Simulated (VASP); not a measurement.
Write the native input for VASP 6.6.1 that does the following.

```
Task                   : single point
Functional             : PBE
Potentials or basis    : VASP PAW PBE potentials, release 64 (Si)
Cutoff                 : 500 eV
k mesh                 : 12 × 12 × 6
Occupations            : gaussian, width 0.05 eV
Spin                   : no spin polarisation
Dipole correction      : no
Further INCAR settings : ALGO = Normal; EDIFF = 1e-06; NBANDS = 16
```

The structure of Si lies in POSCAR:

```
Si
1.0
    3.5431781883      0.0000000000      0.0000000000
   -1.7715890942      3.0684823212      0.0000000000
    0.0000000000      0.0000000000      5.8558208857
Si
4
Direct
    0.3333333333      0.6666666667      0.0629309399
    0.6666666667      0.3333333333      0.5629309399
    0.3333333333      0.6666666667      0.4370690601
    0.6666666667      0.3333333333      0.9370690601
```

This isn't the form of Si at room conditions, which is diamond.

This cell differs from its parent crystal: strain -0.080 along x and y, -0.080 along z.

These files were run (other wordings do the same):

INCAR

```
PREC     = Accurate       # precision mode
ENCUT    = 500            # plane-wave cutoff, eV
EDIFF    = 1E-6           # SCF threshold, eV
ISMEAR   = 0              # smearing method
SIGMA    = 0.05           # smearing width, eV
LREAL    = F              # projectors in reciprocal space
LASPH    = T              # aspherical terms in the spheres
NELM     = 120            # most SCF steps
ALGO     = Normal         # electronic algorithm
ISIF     = 2              # what is computed and relaxed
LWAVE    = F              # write WAVECAR
LCHARG   = T              # write CHGCAR
GGA      = PE             # functional
LELF     = T              # ELF
LVHAR    = T            
NBANDS   = 16             # bands
GGA_COMPAT= F
```

KPOINTS

```
Automatic mesh
0
Gamma
  12 12 6
```

Potentials or basis: VASP PAW PBE potentials, release 64 (Si).

Launch:

```console
$ cat potpaw_PBE.64/Si/POTCAR > POTCAR
$ mpirun -np 1 vasp_std > vasp.out
```

Results of the run:

```json
{
 "Pressure": "37.1 GPa",
 "Largest force": "0.151 eV/Å",
 "Band gap on the k mesh": "zero (bands 8 and 9 overlap by 0.23 eV)"
}
```

Caveat: the cell differs from its parent crystal (strain -0.080 along x and y, -0.080 along z); the cell stands under pressure; semilocal functionals underestimate gaps, so a narrow gap can read as zero.

Run time: 85 s on 1 thread of Intel Xeon 8259CL, with other jobs on the host, peak memory 0.2 GiB.
